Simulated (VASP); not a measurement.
Runs of VASP 6.6.1 on Al3GaAs4. The structure is that of space group Pmm2 (No. 25), or close to it. The cells are those of the table. 

| cell | k mesh | smearing | gap on the mesh (eV) | pressure (GPa) | largest force (eV/Å) |
| --- | --- | --- | --- | --- | --- |
| a = 4.081, b = 5.662, c = 8.155 Å, 8 atoms | 4 × 2 × 2 | gaussian 0.1 eV | (a) | 0.2 | 0.01 |
| a = 4.055, b = 8.110, c = 5.729 Å, 8 atoms | 4 × 2 × 4 | gaussian 0.1 eV | 1.30 | 0.2 | 0.02 |
| a = 4.055, b = 8.110, c = 5.729 Å, 8 atoms | 8 × 4 × 6 | gaussian 0.02 eV | 1.30 | 0.2 | - |
| a = 4.055, b = 5.729, c = 8.110 Å, 8 atoms | 4 × 2 × 2 | gaussian 0.1 eV | 1.30 | 0.2 | 0.02 |

Alike in all rows: task single point; level PBE; potentials or basis VASP PAW PBE potentials, release 64 (Al, Ga_d, As); no spin polarisation; cutoff (eV) 520.

Problem. Estimate the missing entries.

Solution. (a) 1.25.

Caveats: some runs use coarse meshes.

A k mesh can miss the band edges, and the runs leave out spin-orbit coupling on As, Ga.
